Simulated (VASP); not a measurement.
Input of a VASP 6.6.1 run:

The input INCAR:

```
SYSTEM = Ir
PREC     = Accurate       ! precision mode
ENCUT    = 520            ! plane-wave cutoff, eV
EDIFF    = 1E-8           ! SCF threshold, eV
ISMEAR   = -1             ! smearing method
SIGMA    = 0.05           ! smearing width, eV
LREAL    = .False.        ! projectors in reciprocal space
LASPH    = .True.         ! aspherical terms in the spheres
NELM     = 60             ! most SCF steps
ALGO     = Normal         ! electronic algorithm
ISIF     = 2              ! what is computed and relaxed
LWAVE    = .False.        ! write WAVECAR
LCHARG   = .False.        ! write CHGCAR
GGA      = PS             ! functional
LEFG     = .True.       
NBANDS   = 10             ! bands
```

KPOINTS

```
regular mesh
0
Gamma
  18 18 18
  0 0 0
```

The input POSCAR:

```
Ir
1.0
    0.0000000000      1.9449621075      1.9449621075
    1.9449621075      0.0000000000      1.9449621075
    1.9449621075      1.9449621075      0.0000000000
Ir
1
Direct
    0.0000000000      0.0000000000      0.0000000000
```

Potentials or basis: VASP PAW PBE potentials, release 64 (Ir).

The run is started by

```sh
$ cat potpaw_PBE.64/Ir/POTCAR > POTCAR
$ mpirun -np 1 vasp_std > vasp.out
```

(1) What does it give for the pressure?

Results:

(1) -15.2 GPa.

Caveat: without QUAD_EFG the Cq values of the log hold for a quadrupole moment of 1 mb, not for the nuclei; the PAW data sets were made with another functional, which shifts forces and pressure a little.
